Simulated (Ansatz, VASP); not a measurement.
# Two plane-wave programs on TiAl

```
CELL_PARAMETERS angstrom
3.13886 0.00000 0.00000
0.00000 3.13886 0.00000
0.00000 0.00000 3.13886
ATOMIC_POSITIONS crystal
Ti 0.00000 0.00000 0.00000
Al 0.50000 0.50000 0.50000
```

Alike in both runs: functional PBE; dispersion D3(BJ); k mesh 14 × 14 × 14; occupations gaussian, width 0.1 eV; no spin polarisation.

Ansatz relaxed the structure, and its values are those at the end. VASP's run is a single point on that final structure, the one shown.

|  | VASP | Ansatz |
| --- | --- | --- |
| version | VASP 6.6.1 | Ansatz 0.2.0 |
| potentials or method | VASP PAW PBE potentials, release 64 (Ti_sv, Al), cutoff 500 eV | scalar-relativistic, plane waves, PAW |
| valence electrons in the cell | 15 | 15 |

|  | VASP | Ansatz | Ansatz less VASP |
| --- | --- | --- | --- |
| gap on the k mesh at the Fermi level (eV) | none | none | - |
| pressure (GPa) | 0.0 | 0.0 | +0.03 |

A gap of «none» marks a metal or a gap that the smearing closes.
